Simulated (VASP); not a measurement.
# SnO: single point with LDA

The system is SnO.

```
Sn O
1.0
     3.35500    0.00000    0.00000
     0.00000    5.67410    0.00000
     0.00000    0.00000    4.22197
Sn O
2 2
Direct
  0.00000 0.23191 0.51314
  0.50000 0.76809 0.01314
  0.00000 0.89125 0.73686
  0.50000 0.10875 0.23686
```

```yaml
Program: VASP 6.6.1
Task: single point
Functional: LDA
Potentials_or_basis: VASP PAW LDA potentials, release 64 (Sn_d, O)
Cutoff: 520 eV
k_mesh: 6 × 4 × 6
Occupations: gaussian, width 0.01 eV
Spin: no spin polarisation
```

| Property | Result |
| --- | --- |
| Pressure | -5.2 GPa |
| Largest force | 0.646 eV/Å |
| Band gap on the k mesh | 1.60 eV, indirect (least direct gap 2.35 eV) |

Forces on the atoms (eV/Å):
```
Sn   0.000 -0.618 -0.191
Sn   0.000  0.618 -0.191
O    0.000  0.177  0.191
O    0.000 -0.177  0.191
```

Stress tensor (GPa, compression positive):
```
-6.13  0.00  0.00
 0.00 -4.86  0.00
 0.00  0.00 -4.62
```

Levels at points of the mesh, in eV from the valence-band top:
```tsv
k point	band 16	band 17	band 18	band 19	band 20	band 21	band 22	band 23	band 24	band 25
(0.00, 0.00, 0.00)	-3.82	-3.49	-2.62	-2.02	0.00	2.59	3.12	5.81	5.81	7.93
(0.50, 0.00, 0.00)	-4.47	-2.56	-2.56	-1.25	-1.25	2.54	2.54	5.46	5.46	6.48
(0.00, 0.50, 0.00)	-4.06	-3.78	-2.65	-1.58	-1.35	3.25	3.86	4.80	4.92	6.81
(0.50, 0.50, 0.00)	-4.32	-2.63	-2.63	-0.90	-0.90	1.85	1.85	6.19	6.19	7.06
(0.00, 0.00, 0.50)	-3.41	-3.19	-3.19	-1.65	-1.65	2.60	2.60	5.16	5.16	7.85
(0.50, 0.00, 0.50)	-4.07	-3.14	-3.14	-1.07	-1.07	2.08	2.08	4.53	4.53	6.78
(0.00, 0.50, 0.50)	-3.18	-2.90	-2.90	-1.50	-1.50	1.88	1.88	5.87	5.87	7.74
(0.50, 0.50, 0.50)	-4.21	-3.42	-3.42	-0.43	-0.43	2.40	2.40	4.09	4.09	6.03
```

It took 81 s on 1 thread of AMD EPYC 7R43 64-Core Processor (Zen 3), with other jobs on the host, peak memory 0.18 GiB.

Caveat: spin-orbit coupling is left out, which moves the levels of the heavy elements. A k mesh can miss the band edges.
